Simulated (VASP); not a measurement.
# MgO (Fm-3m) in VASP: notebook, part 2 of 2

VASP 6.6.1.

### Step 3. Single point, PBE (volume scaled by 0.975)

File INCAR:

```
SYSTEM = MgO
ALGO     = Normal         ! electronic algorithm
EDIFF    = 1E-6           ! SCF threshold, eV
ENCUT    = 520            ! plane-wave cutoff, eV
GGA      = PE             ! functional
ISIF     = 2              ! what is computed and relaxed
ISMEAR   = -1             ! smearing method
LASPH    = .True.         ! aspherical terms in the spheres
LCHARG   = .True.         ! write CHGCAR
LELF     = .True.         ! ELF
LREAL    = .False.        ! projectors in reciprocal space
LVHAR    = .True.       
LWAVE    = .False.        ! write WAVECAR
NBANDS   = 11             ! bands
NELM     = 60             ! most SCF steps
PREC     = Accurate       ! precision mode
SIGMA    = 0.01           ! smearing width, eV
```

File KPOINTS:

```
k-points
0
Gamma
  10 10 10
  0 0 0
```

File POSCAR:

```
MgO
1.0
    0.0000000000      2.1172067147      2.1172067147
    2.1172067147      0.0000000000      2.1172067147
    2.1172067147      2.1172067147      0.0000000000
Mg O
1 1
Direct
    0.0000000000      0.0000000000      0.0000000000
    0.5000000000      0.5000000000      0.5000000000
```

Potentials or basis: VASP PAW PBE potentials, release 64 (Mg, O).

Run with:

```sh
$ cat potpaw_PBE.64/Mg/POTCAR potpaw_PBE.64/O/POTCAR > POTCAR
$ mpirun -np 1 vasp_std > vasp.out
```

OUTCAR:

```text
SYSTEM = MgO
   EDIFF = 1E-6
   ENCUT = 520
   GGA = PE
   ISIF = 2
   ISMEAR = -1
   LASPH = .True.
   LREAL = .False.
   NELM = 60
   PREC = Accurate

 ion  position               nearest neighbor table
   1  0.000  0.000  0.000-   2 2.12   2 2.12   2 2.12   2 2.12   2 2.12   2 2.12
   2  0.500  0.500  0.500-   1 2.12   1 2.12   1 2.12   1 2.12   1 2.12   1 2.12

  LATTYP: Found a face centered cubic cell.
 ALAT       =     4.2344134294

  Lattice vectors:

 A1 = (   0.0000000000,   2.1172067147,   2.1172067147)
 A2 = (   2.1172067147,   0.0000000000,   2.1172067147)
 A3 = (   2.1172067147,   2.1172067147,   0.0000000000)

Analysis of symmetry for initial positions (statically):
=====================================================================
 Subroutine PRICEL returns:
 Original cell was already a primitive cell.

 Routine SETGRP: Setting up the symmetry group for a
 face centered cubic supercell.

 Subroutine GETGRP returns: Found 48 space group operations
 (whereof 48 operations were pure point group operations)
 out of a pool of 48 trial point group operations.

The static configuration has the point symmetry O_h .

Analysis of symmetry for dynamics (positions and initial velocities):
=====================================================================
 Subroutine PRICEL returns:
 Original cell was already a primitive cell.

 Routine SETGRP: Setting up the symmetry group for a
 face centered cubic supercell.

 Subroutine GETGRP returns: Found 48 space group operations
 (whereof 48 operations were pure point group operations)
 out of a pool of 48 trial point group operations.

The dynamic configuration has the point symmetry O_h .

 Subroutine INISYM returns: Found 48 space group operations
 (whereof 48 operations are pure point group operations),
 and found     1 'primitive' translations

----------------------------------------------------------------------------------------

[... 114 lines left out ...]
  Fermi-wavevector in a.u.,A,eV,Ry     =   1.227434  2.319514 20.498467  1.506595
  Thomas-Fermi vector in A             =   2.362398
   LORBIT       =      0    0 simple, 1 ext, 2 COOP (PROOUT), +10 PAW based schemes
   GGA     = PE    functional components
   LHFCALC =     F    Hartree Fock is set to
   AEXX    =    0.0000 exact exchange contribution
   IVDW    =     0    specifies the selected vdW correction
   LEPSILON=     F    determine dielectric tensor
   LRPA    =     F    only Hartree local field effects (RPA)
 non-spin polarized calculation
  energy-cutoff  :      520.00
  volume of cell :       18.98
 maximum number of plane-waves:       532
 NGX is ok and might be reduce to    24
   NGX = 11   NGY = 11   NGZ = 11

 number of electron       8.0000005 magnetization

 Free energy of the ion-electron system (eV)
  ---------------------------------------------------
  ext. energy  EPLUGINS =         0.00000000
  ---------------------------------------------------
  free energy    TOTEN  =       -11.91086977 eV

  energy without entropy =      -11.91086977  energy(sigma->0) =      -11.91086977

 E-fermi :   3.2719     XC(G=0): -11.0037

 val. band max:        3.0689137882   @ k =   0.0000   0.0000   0.0000
 cond. band min:       7.6423006579   @ k =   0.0000   0.0000   0.0000
 fundamental gap:      4.5733868696
 Fermi energy:         3.2718515652

 k-point     1 :       0.0000    0.0000    0.0000
  band No.  band energies     occupation
      1     -14.1139      2.00000
      2       3.0689      2.00000
      3       3.0689      2.00000
      4       3.0689      2.00000
      5       7.6423      0.00000
      6      18.7785      0.00000
      7      18.7785      0.00000
      8      18.7785      0.00000
      9      22.6535      0.00000
     10      24.4095      0.00000
     11      24.4095      0.00000
[... 309 lines left out ...]
 k-point    24 :       0.4000    0.3000    0.0000
  band No.  band energies     occupation
      1     -12.9118      2.00000
      2      -0.4547      2.00000
      3       1.7890      2.00000
      4       2.0036      2.00000
      5      12.4874      0.00000
      6      13.1952      0.00000
      7      16.5023      0.00000
      8      21.0393      0.00000
      9      21.2429      0.00000
     10      27.7609      0.00000
     11      29.7295      0.00000

 [... further k-points ...]
[... 5 lines left out ...]
  --------------------------------------------------------------------------------------
  -------------------------------------------------------------------------------------
  Total        0.1605615      0.1605615      0.1605615     -0.0000000     -0.0000000      0.0000000
  in kB       13.5528992     13.5528992     13.5528992     -0.0000000     -0.0000000      0.0000000
  external PRESSURE =      13.5528992 kB  Pullay stress =       0.0000000 kB

 VOLUME and BASIS-vectors are now :
 -----------------------------------------------------------------------------
  energy-cutoff  :      520.00
  volume of cell :       18.98
      direct lattice vectors                 reciprocal lattice vectors
     0.000000000  2.117206715  2.117206715    -0.236160218  0.236160218  0.236160218
     2.117206715  0.000000000  2.117206715     0.236160218 -0.236160218  0.236160218
     2.117206715  2.117206715  0.000000000     0.236160218  0.236160218 -0.236160218

 POSITION                                       TOTAL-FORCE (eV/Angst)
 -----------------------------------------------------------------------------------
      0.00000      0.00000      0.00000         0.000000      0.000000      0.000000
      2.11721      2.11721      2.11721         0.000000      0.000000     -0.000000
 -----------------------------------------------------------------------------------
    total drift:                               -0.000000     -0.000000      0.000000

  FREE ENERGIE OF THE ION-ELECTRON SYSTEM (eV)
  ---------------------------------------------------
  free  energy   TOTEN  =       -11.9108697668 eV

  energy  without entropy=      -11.9108697668  energy(sigma->0) =      -11.91086977
```

OSZICAR:

```text
N       E                     dE             d eps       ncg     rms          rms(c)
DAV:   1     0.118720190501E+02    0.11872E+02   -0.46105E+03  1170   0.644E+02
DAV:   2    -0.129258963088E+02   -0.24798E+02   -0.24361E+02  1180   0.131E+02
DAV:   3    -0.134675811425E+02   -0.54168E+00   -0.54136E+00  1240   0.168E+01
DAV:   4    -0.134688549668E+02   -0.12738E-02   -0.12738E-02  1130   0.955E-01
DAV:   5    -0.134688590738E+02   -0.41071E-05   -0.41071E-05  1202   0.522E-02    0.720E+00
DAV:   6    -0.119287652225E+02    0.15401E+01   -0.88857E+00  1073   0.163E+01    0.224E+00
DAV:   7    -0.119166707729E+02    0.12094E-01   -0.60680E-02  1133   0.215E+00    0.135E+00
DAV:   8    -0.119113112437E+02    0.53595E-02   -0.29175E-02  1085   0.191E+00    0.249E-01
DAV:   9    -0.119108878328E+02    0.42341E-03   -0.65447E-04  1166   0.177E-01    0.138E-01
DAV:  10    -0.119108676558E+02    0.20177E-04   -0.55517E-04  1136   0.173E-01    0.911E-03
DAV:  11    -0.119108699469E+02   -0.22911E-05   -0.28153E-06  1184   0.140E-02    0.582E-03
DAV:  12    -0.119108697668E+02    0.18012E-06   -0.67544E-07   622   0.616E-03
   1 F= -.11910870E+02 E0= -.11910870E+02  d E =-.198237E-11
```

stdout:

```text
POSCAR found type information on POSCAR MgO
 POSCAR found :  2 types and       2 ions
 scaLAPACK will be used
 LDA part: xc-table for (Slater+PW92), standard interpolation
 POSCAR, INCAR and KPOINTS ok, starting setup
 FFT: planning ... GRIDC
 FFT: planning ... GRID_SOFT
 FFT: planning ... GRID
 WAVECAR not read
 entering main loop
```

Run time: 5.7 s. Hardware: 1 thread of Intel Xeon Platinum 8488C (Sapphire Rapids), shared host; peak memory 0.14 GiB.

Results:

| Quantity | Value |
| --- | --- |
| Free energy | -11.9109 eV |
| Pressure | 1.4 GPa |
| Band gap on the k mesh | 4.57 eV, direct |

### Step 4. Single point, PBE (volume scaled by 1.025)

File INCAR:

```
PREC = Accurate
ENCUT = 520
EDIFF = 1E-7
ISMEAR = -1
SIGMA = 0.01
LREAL = False
LASPH = True
NELM = 100
ALGO = Normal
ISIF = 2
LWAVE = False
LCHARG = True
GGA = PE
LELF = True
LVHAR = True
NBANDS = 11
```

File KPOINTS:

```
regular mesh
0
Gamma
  10 10 10
```

File POSCAR:

```
MgO
1.0
    0.0000000000      2.1527966680      2.1527966680
    2.1527966680      0.0000000000      2.1527966680
    2.1527966680      2.1527966680      0.0000000000
Mg O
1 1
Direct
    0.0000000000      0.0000000000      0.0000000000
    0.5000000000      0.5000000000      0.5000000000
```

Run with:

```sh
$ cat potpaw_PBE.64/Mg/POTCAR potpaw_PBE.64/O/POTCAR > POTCAR
$ mpirun -np 1 vasp_std > vasp.out
```

Wall time 6 s (1 thread of Intel Xeon Platinum 8488C (Sapphire Rapids), shared host); peak memory 0.14 GiB.

Results (log left out):

| Quantity | Value |
| --- | --- |
| Free energy | -11.8978 eV |
| Pressure | -5.8 GPa |
| Band gap on the k mesh | 4.11 eV, direct |

Levels at points of the mesh, in eV from the valence-band top:
```csv
k point,band 2,band 3,band 4,band 5,band 6,band 7
"(0.00, 0.00, 0.00)",0.00,0.00,0.00,4.11,15.42,15.42
"(0.50, 0.00, 0.00)",-4.34,-0.58,-0.58,7.49,11.87,15.64
"(0.50, 0.50, 0.00)",-3.82,-1.26,-1.26,9.03,9.27,12.41
```

### Step 5. Overview

| cell | gap on the mesh (eV) | pressure (GPa) |
| --- | --- | --- |
| a = 2.968 Å, angles 60.0°, 2 atoms | 4.83 | 5.7 |
| a = 2.994 Å, angles 60.0°, 2 atoms | 4.57 | 1.4 |
| a = 3.045 Å, angles 60.0°, 2 atoms | 4.11 | -5.8 |

Alike in all rows: task single point; level PBE; potentials or basis VASP PAW PBE potentials, release 64 (Mg, O); no spin polarisation; k mesh 10 × 10 × 10; cutoff (eV) 520; smearing fermi-dirac 0.01 eV.

Total energies depend on the potentials used, so only differences within one code and one set of settings carry meaning.
